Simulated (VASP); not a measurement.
A run of VASP 6.6.1:

INCAR

```
ALGO     = Normal         # electronic algorithm
EDIFF    = 1E-7           # SCF threshold, eV
ENCUT    = 520            # plane-wave cutoff, eV
GGA      = PE             # functional
ISIF     = 2              # what is computed and relaxed
ISMEAR   = -1             # smearing method
ISPIN    = 2              # spin polarisation
LASPH    = T              # aspherical terms in the spheres
LCHARG   = F              # write CHGCAR
LDAU     = T              # DFT+U
LDAUJ    = 0 0          
LDAUL    = 2 -1           # shell
LDAUPRINT= 1            
LDAUTYPE = 2            
LDAUU    = 2.07 0         # U, eV
LMAXMIX  = 4              # l up to which the mixer works
LORBIT   = 11             # projections on sites
LREAL    = F              # projectors in reciprocal space
LWAVE    = F              # write WAVECAR
MAGMOM   = 1 1 0 0 0 0    # initial moments
NBANDS   = 37             # bands
NELM     = 150            # most SCF steps
PREC     = Accurate       # precision mode
SIGMA    = 0.0132         # smearing width, eV
```

The input KPOINTS:

```
Automatic mesh
0
Gamma
  5 5 4
  0.5 0.5 0.5
```

Contents of POSCAR:

```
TiO2
1.0
    0.0735800000      3.7559150000      0.0339550000
    3.6846950000      0.0735800000     -0.0093320000
    1.8908810000      1.8720170000     -4.7641440000
Ti O
2 4
Direct
    0.0139130000      0.0140680000      0.9893140000
    0.7740780000      0.2749300000      0.4840950000
    0.2082620000      0.1860260000      0.5837370000
    0.9438240000      0.4714540000      0.0791520000
    0.5339530000      0.0117810000      0.9247630000
    0.7772700000      0.8315010000      0.4079790000
```

Potentials or basis: VASP PAW PBE potentials, release 64 (Ti_sv, O).

Command:

```bash
$ cat potpaw_PBE.64/Ti_sv/POTCAR potpaw_PBE.64/O/POTCAR > POTCAR
$ mpirun -np 1 vasp_std > vasp.out
```

Hardware: 1 thread of AMD EPYC 7R13 (shared host).

Question: How long does it take, and how much memory?

Answer: Wall time 6.7 min on 1 thread of AMD EPYC 7R13, with other jobs on the host, peak memory 0.28 GiB. Counts: scf iterations 18, k points 50.
